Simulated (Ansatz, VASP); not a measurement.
# One calculation of Al3GaN4, two programs

```
Al Ga N
1.0
     0.00000    0.00000   -5.06523
     3.11797    5.40048    0.00000
     3.11797   -5.40048    0.00000
Al Ga N
6 2 8
Direct
  0.00000 0.16667 0.33333
  0.00000 0.16667 0.83333
  0.00000 0.66667 0.33333
  0.50000 0.33333 0.66667
  0.50000 0.33333 0.16667
  0.50000 0.83333 0.66667
  0.00000 0.66667 0.83333
  0.50000 0.83333 0.16667
  0.62500 0.16667 0.33333
  0.62500 0.16667 0.83333
  0.62500 0.66667 0.33333
  0.62500 0.66667 0.83333
  0.12500 0.33333 0.66667
  0.12500 0.33333 0.16667
  0.12500 0.83333 0.66667
  0.12500 0.83333 0.16667
```

Alike in both runs: task relaxation of cell and atoms; functional PBEsol; k mesh 4 × 6 × 6; occupations gaussian, width 0.1 eV; no spin polarisation.

|  | VASP | Ansatz |
| --- | --- | --- |
| version | VASP 6.6.1 | Ansatz 0.2.0 |
| potentials or method | VASP PAW PBE potentials, release 64 (Al, Ga_d, N), cutoff 600 eV | scalar-relativistic, plane waves, PAW |
| valence electrons in the cell | 84 | 84 |

|  | VASP | Ansatz | Ansatz less VASP |
| --- | --- | --- | --- |
| gap on the k mesh at the Fermi level, each at its own relaxed structure (eV) | 3.52 | 3.49 | -0.027 |
| relaxed volume (Å³/atom) | 10.68 | 10.69 | +0.006 |

VASP's potentials were made for PBE, not for PBEsol.
